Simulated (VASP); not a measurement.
Write the native input for VASP 6.6.1 that does the following.

* Task: single point
* Functional: PBE
* Potentials or basis: VASP PAW PBE potentials, release 64 (Zn, S)
* Cutoff: 520 eV
* k mesh: 6 × 6 × 8
* Occupations: gaussian, width 0.02 eV
* Spin: no spin polarisation
* Dipole correction: no
* k mesh for the DOS: 9 × 9 × 12
* Occupations for the DOS: tetrahedron
* Further INCAR settings: ALGO = Normal; EDIFF = 1e-07; NBANDS = 36

Crystal: ZnS.

```
Zn S
1.0
     6.07651    0.00000    0.00000
    -3.03826    5.26241    0.00000
     0.00000    0.00000    3.70012
Zn S
3 3
Direct
  0.61479 0.00000 0.66667
  0.00000 0.61479 0.33333
  0.38521 0.38521 0.00000
  0.36742 0.00000 0.16667
  0.00000 0.36742 0.83333
  0.63258 0.63258 0.50000
```

The input as run:

POSCAR

```
ZnS
1.0
    6.0765127438      0.0000000000      0.0000000000
   -3.0382563719      5.2624144026      0.0000000000
    0.0000000000      0.0000000000      3.7001223624
Zn S
3 3
Direct
    0.6147879959      0.0000000000      0.6666666667
    0.0000000000      0.6147879959      0.3333333333
    0.3852120041      0.3852120041      0.0000000000
    0.3674207599      0.0000000000      0.1666666667
    0.0000000000      0.3674207599      0.8333333333
    0.6325792401      0.6325792401      0.5000000000
```

INCAR.step1

```
SYSTEM = ZnS
PREC = Accurate
ENCUT = 520
EDIFF = 1E-7
ISMEAR = 0
SIGMA = 0.02
LREAL = .False.
LASPH = .True.
NELM = 100
ALGO = Normal
ISIF = 2
LWAVE = .False.
LCHARG = .True.
GGA = PE
NBANDS = 36
```

KPOINTS.step1

```
regular mesh
0
Gamma
  6 6 8
  0 0 0
```

INCAR.step2

```
SYSTEM = ZnS
PREC = Accurate
ENCUT = 520
EDIFF = 1E-7
ISMEAR = -5
SIGMA = 0.02
LREAL = .False.
LASPH = .True.
NELM = 100
ALGO = Normal
ISIF = 2
LWAVE = .False.
LCHARG = .False.
GGA = PE
LORBIT = 10
NBANDS = 36
NEDOS = 2001
ICHARG = 11
```

KPOINTS.step2

```
regular mesh
0
Gamma
  9 9 12
  0 0 0
```

Potentials or basis: VASP PAW PBE potentials, release 64 (Zn, S).

Command:

```bash
$ cat potpaw_PBE.64/Zn/POTCAR potpaw_PBE.64/S/POTCAR > POTCAR
$ cp INCAR.step1 INCAR
$ cp KPOINTS.step1 KPOINTS
$ mpirun -np 1 vasp_std > vasp.out
$ cp INCAR.step2 INCAR
$ cp KPOINTS.step2 KPOINTS
$ mpirun -np 1 vasp_std > vasp.out
```

Results of the run:

| Item | Value |
| --- | --- |
| Valence electrons inside the program's atomic spheres | Zn 10.74; S 3.73 |

It took 11 min on 1 thread of Oxide Virtual Turin-like Processor, on a shared host, peak memory 0.47 GiB.
